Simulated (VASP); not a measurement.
# Os (Im-3m) in VASP: notebook, part 2 of 2

VASP 6.6.1. Earlier steps stand in the parts before.

### Step 4. Relaxation of cell and atoms, PBEsol

This run uses another cell than the first one, of 13.99 Å³/atom, 0.902 times its volume.

Contents of INCAR:

```
ALGO     = Normal         # electronic algorithm
EDIFF    = 1E-7           # SCF threshold, eV
EDIFFG   = -0.01          # ionic threshold
ENCUT    = 600            # plane-wave cutoff, eV
GGA      = PS             # functional
IBRION   = 2              # ionic algorithm
ISIF     = 3              # what is computed and relaxed
ISMEAR   = -1             # smearing method
LASPH    = True           # aspherical terms in the spheres
LCHARG   = False          # write CHGCAR
LREAL    = False          # projectors in reciprocal space
LWAVE    = False          # write WAVECAR
NELM     = 80             # most SCF steps
NSW      = 80             # ionic steps
PREC     = Accurate       # precision mode
SIGMA    = 0.1            # smearing width, eV
```

Contents of KPOINTS:

```
k-points
0
Gamma
  14 14 14
```

Contents of POSCAR:

```
Os
1.0
   -1.5179840853      1.5179840853      1.5179840853
    1.5179840853     -1.5179840853      1.5179840853
    1.5179840853      1.5179840853     -1.5179840853
Os
1
Direct
    0.0000000000      0.0000000000      0.0000000000
```

Potentials or basis: VASP PAW PBE potentials, release 64 (Os).

The run is started by

```console
$ cat potpaw_PBE.64/Os/POTCAR > POTCAR
$ mpirun -np 1 vasp_std > vasp.out
```

OUTCAR:

```text
EDIFF = 1E-7
   EDIFFG = -0.01
   ENCUT = 600
   GGA = PS
   IBRION = 2
   ISIF = 3
   ISMEAR = -1
   LASPH = True
   LREAL = False
   NELM = 80
   NSW = 80
   PREC = Accurate

 ion  position               nearest neighbor table
   1  0.000  0.000  0.000-

  LATTYP: Found a body centered cubic cell.
 ALAT       =     3.0359681706

  Lattice vectors:

 A1 = (  -1.5179840853,   1.5179840853,   1.5179840853)
 A2 = (   1.5179840853,  -1.5179840853,   1.5179840853)
 A3 = (   1.5179840853,   1.5179840853,  -1.5179840853)

Analysis of symmetry for initial positions (statically):
=====================================================================
 Subroutine PRICEL returns:
 Original cell was already a primitive cell.

 Routine SETGRP: Setting up the symmetry group for a
 body centered cubic supercell.

 Subroutine GETGRP returns: Found 48 space group operations
 (whereof 48 operations were pure point group operations)
 out of a pool of 48 trial point group operations.

[... 166 lines left out ...]
  Direction    XX          YY          ZZ          XY          YZ          ZX
  --------------------------------------------------------------------------------------
  -------------------------------------------------------------------------------------
  Total        1.0365702      1.0365702      1.0365702     -0.0000000     -0.0000000     -0.0000000
  in kB      118.6991589    118.6991589    118.6991589     -0.0000000     -0.0000000     -0.0000000
  external PRESSURE =     118.6991589 kB  Pullay stress =       0.0000000 kB
[... 92 lines left out ...]
--------------------------------------- Ionic step        4  -------------------------------------------

 number of electron       8.0000000 magnetization

 Free energy of the ion-electron system (eV)
  ---------------------------------------------------
  ext. energy  EPLUGINS =         0.00000000
  ---------------------------------------------------
  free energy    TOTEN  =       -11.33862040 eV

  energy without entropy =      -11.29145270  energy(sigma->0) =      -11.31503655

 E-fermi :   9.1587     XC(G=0): -13.9784

 val. band max:        9.1467852022   @ k =   0.0714   0.0714   0.0000
 cond. band min:       9.1823830010   @ k =  -0.4286   0.4286   0.3571
 fundamental gap:      0.0355977989
 Fermi energy:         9.1587292258

 k-point     1 :       0.0000    0.0000    0.0000
  band No.  band energies     occupation
      1      -1.8543      2.00000
      2       5.7855      2.00000
      3       5.7855      2.00000
      4       5.7855      2.00000
      5       9.0859      1.34879
      6       9.0859      1.34879
      7      25.3959      0.00000
      8      25.3959      0.00000
[... 243 lines left out ...]
 k-point    24 :       0.3571    0.2857    0.0000
  band No.  band energies     occupation
      1       3.0149      2.00000
      2       4.4561      2.00000
      3       5.2291      2.00000
      4       9.2915      0.41912
      5       9.8132      0.00287
      6      16.3481      0.00000
      7      17.5642      0.00000
      8      19.9965      0.00000

 [... further k-points ...]
[... 5 lines left out ...]
  --------------------------------------------------------------------------------------
  -------------------------------------------------------------------------------------
  Total       -0.0027126     -0.0027126     -0.0027126      0.0000000      0.0000000      0.0000000
  in kB       -0.3019435     -0.3019435     -0.3019435      0.0000000      0.0000000      0.0000000
  external PRESSURE =      -0.3019435 kB  Pullay stress =       0.0000000 kB
[... 16 lines left out ...]
  FREE ENERGIE OF THE ION-ELECTRON SYSTEM (eV)
  ---------------------------------------------------
  free  energy   TOTEN  =       -11.3386203954 eV

  energy  without entropy=      -11.2914526959  energy(sigma->0) =      -11.31503655

 reached required accuracy - stopping structural energy minimisation
```

OSZICAR:

```text
N       E                     dE             d eps       ncg     rms          rms(c)
DAV:   1     0.358200030920E+02    0.35820E+02   -0.46453E+03  1680   0.105E+03
DAV:   2    -0.110428387270E+02   -0.46863E+02   -0.45675E+02  1776   0.234E+02
[... 27 lines left out ...]
   3 F= -.11338573E+02 E0= -.11314929E+02  d E =-.143786E-01
       N       E                     dE             d eps       ncg     rms          rms(c)
DAV:   1    -0.113386846206E+02   -0.11133E-03   -0.19288E-03  1712   0.388E-01    0.113E-01
DAV:   2    -0.113386294546E+02    0.55166E-04   -0.98012E-05  2016   0.993E-02    0.435E-02
DAV:   3    -0.113386198333E+02    0.96213E-05   -0.42828E-05  2152   0.616E-02    0.308E-03
DAV:   4    -0.113386203203E+02   -0.48693E-06   -0.51078E-07  1864   0.501E-03    0.704E-04
DAV:   5    -0.113386203954E+02   -0.75112E-07   -0.36356E-08   848   0.152E-03
   4 F= -.11338620E+02 E0= -.11315037E+02  d E =-.144257E-01
```

It took 42 s on 1 thread of AMD EPYC 7R43 (Zen 3), shared host; peak memory 0.12 GiB.

Results:

```yaml
Free_energy: -11.3386 eV
Relaxed_volume: 14.39 Å³/atom
Relaxed_cell: a = 2.654 Å, b = 2.654 Å, c = 2.654 Å, α = 109.47°, β = 109.47°, γ = 109.47°
Space_group_after_relaxing_to_0.05_Å: Im-3m (No. 229)
Energy_gained_by_relaxing: 14.4 meV/atom
Ionic_steps: 4
Pressure_after_relaxing: 0.0 GPa
Band_gap_on_the_k_mesh: zero (band 4 reaches 11.62 eV, above the bottom of band 5 at 7.13 eV)
```

The path:
```tsv
step	energy change (eV)	largest force (eV/Å)	pressure (GPa)	volume (Å³)
1	0.0000	0.0000	11.87	13.99
2	0.2045	0.0000	-34.55	16.20
3	-0.0144	0.0000	-0.63	14.42
4	-0.0144	0.0000	-0.03	14.39
```

Final structure:
```
Os
1.0
    -1.53240    1.53240    1.53240
     1.53240   -1.53240    1.53240
     1.53240    1.53240   -1.53240
Os
1
Direct
  0.00000 0.00000 0.00000
```

Caveat: the PAW data sets were made with another functional, which shifts forces and pressure a little; spin-orbit coupling is left out, which moves the levels of the heavy elements.

### Step 5. Single point, PBEsol

This run uses another cell than the first one, of 14.36 Å³/atom, 0.926 times its volume.

Contents of INCAR:

```
ALGO = Normal ; EDIFF = 1E-6
ENCUT = 520 ; GGA = PS
ISIF = 2 ; ISMEAR = -1
LASPH = True ; LCHARG = False
LREAL = False ; LWAVE = False
NBANDS = 10 ; NELM = 100
PREC = Accurate ; SIGMA = 0.1
```

Contents of KPOINTS:

```
k-points
0
Gamma
  24 24 24
```

Contents of POSCAR:

```
Os
1.0
   -1.5313543142      1.5313543142      1.5313543142
    1.5313543142     -1.5313543142      1.5313543142
    1.5313543142      1.5313543142     -1.5313543142
Os
1
Direct
    0.0000000000      0.0000000000      0.0000000000
```

Potentials or basis: VASP PAW PBE potentials, release 64 (Os).

The run is started by

```console
$ cat potpaw_PBE.64/Os/POTCAR > POTCAR
$ mpirun -np 1 vasp_std > vasp.out
```

OUTCAR:

```text
EDIFF = 1E-6
   ENCUT = 520
   GGA = PS
   ISIF = 2
   ISMEAR = -1
   LASPH = True
   LREAL = False
   NELM = 100
   PREC = Accurate

 ion  position               nearest neighbor table
   1  0.000  0.000  0.000-

  LATTYP: Found a body centered cubic cell.
 ALAT       =     3.0627086284

  Lattice vectors:

 A1 = (  -1.5313543142,   1.5313543142,   1.5313543142)
 A2 = (   1.5313543142,  -1.5313543142,   1.5313543142)
 A3 = (   1.5313543142,   1.5313543142,  -1.5313543142)

Analysis of symmetry for initial positions (statically):
=====================================================================
 Subroutine PRICEL returns:
 Original cell was already a primitive cell.

 Routine SETGRP: Setting up the symmetry group for a
 body centered cubic supercell.

 Subroutine GETGRP returns: Found 48 space group operations
 (whereof 48 operations were pure point group operations)
 out of a pool of 48 trial point group operations.

The static configuration has the point symmetry O_h .

Analysis of symmetry for dynamics (positions and initial velocities):
[... 156 lines left out ...]
 E-fermi :   9.2014     XC(G=0): -13.9905

 val. band max:        9.2012743895   @ k =   0.3333   0.2083   0.0417
 cond. band min:       9.2119365676   @ k =   0.0833   0.0833   0.0000
 fundamental gap:      0.0106621781
 Fermi energy:         9.2014050812

 k-point     1 :       0.0000    0.0000    0.0000
  band No.  band energies     occupation
      1      -1.8427      2.00000
      2       5.8031      2.00000
      3       5.8031      2.00000
      4       5.8031      2.00000
      5       9.1159      1.40322
      6       9.1159      1.40322
      7      25.4293      0.00000
      8      25.4293      0.00000
      9      25.4293      0.00000
     10      37.4263      0.00000
[... 287 lines left out ...]
 k-point    24 :       0.4583    0.0417    0.0000
  band No.  band energies     occupation
      1       1.4206      2.00000
      2       3.7346      2.00000
      3       8.4931      1.99832
      4       9.0005      1.76359
      5       9.9764      0.00086
      6      12.6084      0.00000
      7      18.2928      0.00000
      8      21.7769      0.00000
      9      26.2527      0.00000
     10      33.7101      0.00000

 [... further k-points ...]
[... 5 lines left out ...]
  --------------------------------------------------------------------------------------
  -------------------------------------------------------------------------------------
  Total        0.0470303      0.0470303      0.0470303      0.0000000      0.0000000      0.0000000
  in kB        5.2456747      5.2456747      5.2456747      0.0000000      0.0000000      0.0000000
  external PRESSURE =       5.2456747 kB  Pullay stress =       0.0000000 kB

 VOLUME and BASIS-vectors are now :
 -----------------------------------------------------------------------------
  energy-cutoff  :      520.00
  volume of cell :       14.36
      direct lattice vectors                 reciprocal lattice vectors
    -1.531354314  1.531354314  1.531354314     0.000000000  0.326508369  0.326508369
     1.531354314 -1.531354314  1.531354314     0.326508369  0.000000000  0.326508369
     1.531354314  1.531354314 -1.531354314     0.326508369  0.326508369  0.000000000

 POSITION                                       TOTAL-FORCE (eV/Angst)
 -----------------------------------------------------------------------------------
      0.00000      0.00000      0.00000         0.000000      0.000000      0.000000
 -----------------------------------------------------------------------------------
    total drift:                                0.000000     -0.000000      0.000000

  FREE ENERGIE OF THE ION-ELECTRON SYSTEM (eV)
  ---------------------------------------------------
  free  energy   TOTEN  =       -11.3428178351 eV

  energy  without entropy=      -11.2991229444  energy(sigma->0) =      -11.32097039
```

OSZICAR:

```text
N       E                     dE             d eps       ncg     rms          rms(c)
DAV:   1     0.351934368935E+02    0.35193E+02   -0.41992E+03  8516   0.740E+02
DAV:   2    -0.108876504714E+02   -0.46081E+02   -0.43239E+02  8516   0.198E+02
DAV:   3    -0.120221097741E+02   -0.11345E+01   -0.11210E+01  9728   0.286E+01
DAV:   4    -0.120253005079E+02   -0.31907E-02   -0.31890E-02  9118   0.167E+00
DAV:   5    -0.120253108887E+02   -0.10381E-04   -0.10380E-04  9322   0.882E-02    0.174E+01
DAV:   6    -0.114948523282E+02    0.53046E+00   -0.61540E-01  9544   0.607E+00    0.808E+00
DAV:   7    -0.113470947320E+02    0.14776E+00   -0.42652E-01 10146   0.479E+00    0.668E-01
DAV:   8    -0.113446139054E+02    0.24808E-02   -0.16914E-03  8724   0.355E-01    0.473E-01
DAV:   9    -0.113428197297E+02    0.17942E-02   -0.11710E-03  9010   0.378E-01    0.194E-02
DAV:  10    -0.113428185112E+02    0.12185E-05   -0.10587E-05  9062   0.242E-02    0.105E-02
DAV:  11    -0.113428178351E+02    0.67603E-06   -0.52620E-07  5378   0.109E-02
   1 F= -.11342818E+02 E0= -.11320970E+02  d E =-.436949E-01
```

stdout:

```text
POSCAR found type information on POSCAR Os
 POSCAR found :  1 types and       1 ions
 scaLAPACK will be used
 -----------------------------------------------------------------------------
|                                                                             |
|                                                                             |
|     You enforced a specific xc type in the INCAR file but a different       |
|     I HOPE YOU KNOW WHAT YOU ARE DOING!                                     |
|                                                                             |
 -----------------------------------------------------------------------------

 LDA part: xc-table for (Slater+PW92), standard interpolation
 POSCAR, INCAR and KPOINTS ok, starting setup
 FFT: planning ... GRIDC
 FFT: planning ... GRID_SOFT
 FFT: planning ... GRID
 WAVECAR not read
 entering main loop
```

Run time: 42 s. Hardware: 1 thread of AMD EPYC 7R43 (Zen 3), shared host; peak memory 0.14 GiB.

What came out:

* Free energy: -11.3428 eV
* Pressure: 0.5 GPa
* Band gap on the k mesh: zero (band 4 reaches 11.66 eV, above the bottom of band 5 at 6.97 eV)

Levels at points of the mesh, in eV from the Fermi level:
| k point | band 1 | band 2 | band 3 | band 4 | band 5 | band 6 | band 7 | band 8 | band 9 |
| --- | --- | --- | --- | --- | --- | --- | --- | --- | --- |
| (0.00, 0.00, 0.00) | -11.04 | -3.40 | -3.40 | -3.40 | -0.09 | -0.09 | 16.23 | 16.23 | 16.23 |
| (0.50, 0.00, 0.00) | -7.84 | -5.49 | -0.25 | -0.22 | 0.57 | 3.30 | 9.06 | 12.45 | 17.12 |
| (0.50, 0.50, 0.50) | -7.44 | -7.44 | 2.45 | 2.45 | 2.45 | 7.88 | 7.88 | 7.88 | 15.45 |

Caveat: the PAW data sets were made with another functional, which shifts forces and pressure a little; spin-orbit coupling is left out, which moves the levels of the heavy elements.

### Step 6. Single point, PBEsol (volume scaled by 0.96)

Contents of INCAR:

```
PREC     = Accurate       # precision mode
ENCUT    = 500            # plane-wave cutoff, eV
EDIFF    = 1E-6           # SCF threshold, eV
ISMEAR   = -1             # smearing method
SIGMA    = 0.1            # smearing width, eV
LREAL    = F              # projectors in reciprocal space
LASPH    = T              # aspherical terms in the spheres
NELM     = 120            # most SCF steps
ALGO     = Normal         # electronic algorithm
ISIF     = 2              # what is computed and relaxed
LWAVE    = F              # write WAVECAR
LCHARG   = F              # write CHGCAR
GGA      = PS             # functional
NBANDS   = 14             # bands
GGA_COMPAT= F
```

Contents of KPOINTS:

```
Automatic mesh
0
Gamma
  16 16 16
```

Contents of POSCAR:

```
Os
1.0
   -1.5106577999      1.5106577999      1.5106577999
    1.5106577999     -1.5106577999      1.5106577999
    1.5106577999      1.5106577999     -1.5106577999
Os
1
Direct
    0.0000000000      0.0000000000      0.0000000000
```

Potentials or basis: VASP PAW PBE potentials, release 64 (Os_sv_GW).

The run is started by

```console
$ cat potpaw_PBE.64/Os_sv_GW/POTCAR > POTCAR
$ mpirun -np 1 vasp_std > vasp.out
```

It took 19 s on 1 thread of Intel Xeon 6975P-C (Granite Rapids), shared host; peak memory 0.15 GiB.

Results (log left out):

* Free energy: -12.4315 eV
* Pressure: 14.7 GPa
* Band gap on the k mesh: zero (band 8 reaches 16.84 eV, above the bottom of band 9 at 12.02 eV)

Levels at points of the mesh, in eV from the Fermi level:
| k point | band 4 | band 5 | band 6 | band 7 | band 8 | band 9 | band 10 | band 11 | band 12 | band 13 |
| --- | --- | --- | --- | --- | --- | --- | --- | --- | --- | --- |
| (0.00, 0.00, 0.00) | -45.68 | -11.42 | -3.61 | -3.61 | -3.61 | -0.10 | -0.10 | 15.25 | 15.25 | 15.25 |
| (0.50, 0.00, 0.00) | -45.68 | -8.26 | -5.83 | -0.26 | -0.23 | 0.62 | 3.54 | 9.61 | 11.87 | 17.12 |
| (0.50, 0.50, 0.50) | -46.50 | -7.91 | -7.91 | 2.63 | 2.63 | 2.63 | 7.95 | 7.95 | 7.95 | 16.20 |

Caveat: the cell differs from its parent crystal (volume scaled by 0.96); the PAW data sets were made with another functional, which shifts forces and pressure a little; spin-orbit coupling is left out, which moves the levels of the heavy elements.

### Step 7. Summary

| task | potentials or basis | cell | k mesh | cutoff (eV) | second run | gap on the mesh (eV) | pressure (GPa) |
| --- | --- | --- | --- | --- | --- | --- | --- |
| single point | VASP PAW PBE potentials, release 64 (Os) | a = 2.721 Å, angles 109.5°, 1 atom | 16 × 16 × 16 | 520 | - | none | -24.4 |
| single point | VASP PAW PBE potentials, release 64 (Os) | a = 2.754 Å, angles 109.5°, 1 atom | 16 × 16 × 16 | 520 | - | none | -33.1 |
| relaxation of cell and atoms | VASP PAW PBE potentials, release 64 (Os) | relaxed from a = 2.629 Å, angles 109.5°, 1 atom | 14 × 14 × 14 | 600 | - | none | 0.0 |
| single point | VASP PAW PBE potentials, release 64 (Os) | a = 2.652 Å, angles 109.5°, 1 atom | 24 × 24 × 24 | 520 | - | none | 0.5 |
| single point | VASP PAW PBE potentials, release 64 (Os_sv_GW) | a = 2.617 Å, angles 109.5°, 1 atom | 16 × 16 × 16 | 500 | valence_matched | none | 14.7 |

Alike in all rows: level PBEsol; no spin polarisation; smearing fermi-dirac 0.1 eV.

Caveats: the PAW data sets were made with another functional, which shifts forces and pressure a little; spin-orbit coupling is left out, which moves the levels of the heavy elements.

Total energies depend on the potentials used, so only differences within one code and one set of settings carry meaning.
